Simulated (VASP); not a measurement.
Runs of VASP 6.6.1 on Mg. The structure is that of space group Im-3m (No. 229), or close to it. The cells are those of the table. 

```csv
level,potentials or basis,cell,k mesh,smearing,gap on the mesh (eV),pressure (GPa)
LDA,"VASP PAW LDA potentials, release 64 (Mg)","a = 3.071 Å, angles 109.5°, 1 atom",11 × 11 × 11,gaussian 0.02 eV,none,-1.6
PBE,"VASP PAW PBE potentials, release 64 (Mg)","a = 3.131 Å, angles 109.5°, 1 atom",11 × 11 × 11,fermi-dirac 0.05 eV,none,-1.3
RPBE,"VASP PAW PBE potentials, release 64 (Mg)","a = 3.071 Å, angles 109.5°, 1 atom",11 × 11 × 11,gaussian 0.02 eV,none,(a)
PBE,"VASP PAW PBE potentials, release 64 (Mg)","a = 3.111 Å, angles 109.5°, 1 atom",11 × 11 × 11,fermi-dirac 0.05 eV,none,-0.6
PBE,"VASP PAW PBE potentials, release 64 (Mg)","a = 3.071 Å, angles 109.5°, 1 atom",9 × 9 × 9,gaussian 0.1 eV,none,1.0
LDA,"VASP PAW LDA potentials, release 64 (Mg)","a = 3.071 Å, angles 109.5°, 1 atom",11 × 11 × 11,gaussian 0.1 eV,none,-1.6
PBE,"VASP PAW PBE potentials, release 64 (Mg)","a = 3.029 Å, angles 109.5°, 1 atom",11 × 11 × 11,fermi-dirac 0.05 eV,none,(b)
PBE,"VASP PAW PBE potentials, release 64 (Mg)","a = 3.091 Å, angles 109.5°, 1 atom",11 × 11 × 11,fermi-dirac 0.05 eV,none,0.1
PBE,"VASP PAW PBE potentials, release 64 (Mg)","a = 3.008 Å, angles 109.5°, 1 atom",11 × 11 × 11,fermi-dirac 0.05 eV,none,3.6
r2SCAN,"VASP PAW PBE potentials, release 64 (Mg)","a = 3.044, b = 3.075, c = 3.104 Å, angles 109.9, 109.1, 109.8°, 1 atom",8 × 8 × 8,gaussian 0.1 eV,none,(c)
```

Alike in all rows: task single point; no spin polarisation; cutoff (eV) 520.

Task: Estimate the missing entries.

Result: (a) 2.0; (b) 2.6; (c) 0.0.

Caveats: the PAW data sets were made with another functional, which shifts forces and pressure a little (some runs).

A gap of «none» marks levels without a gap at the run's occupations.
